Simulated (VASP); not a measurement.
A run of VASP 6.6.1:

File INCAR:

```
  PREC = Accurate
  ENCUT = 520
  EDIFF = 1E-6
  ISMEAR = -1
  SIGMA = 0.1
  LREAL = F
  LASPH = T
  NELM = 100
  ALGO = Normal
  ISIF = 2
  LWAVE = F
  LCHARG = F
  NBANDS = 10
```

Contents of KPOINTS:

```
regular mesh
0
Gamma
  12 12 6
```

The input POSCAR:

```
Al
1.0
    2.8124553500      0.0000000000      0.0000000000
   -1.4062276800      2.4356577800      0.0000000000
    0.0000000000      0.0000000000      4.8668500000
Al
2
Direct
    0.6666666667      0.3333333333      0.7500000000
    0.3333333333      0.6666666667      0.2500000000
```

Potentials or basis: VASP PAW LDA potentials, release 64 (Al).

Command:

```sh
$ cat potpaw_LDA.64/Al/POTCAR > POTCAR
$ mpirun -np 1 vasp_std > vasp.out
```

Hardware: 1 thread of Intel Xeon 8259CL, with other jobs on the host.

Question: Estimate the wall time of this run.

Answer: Run time: 14 s on 1 thread of Intel Xeon 8259CL, on a shared host, peak memory 0.14 GiB. Counts: scf iterations 9, k points 76.
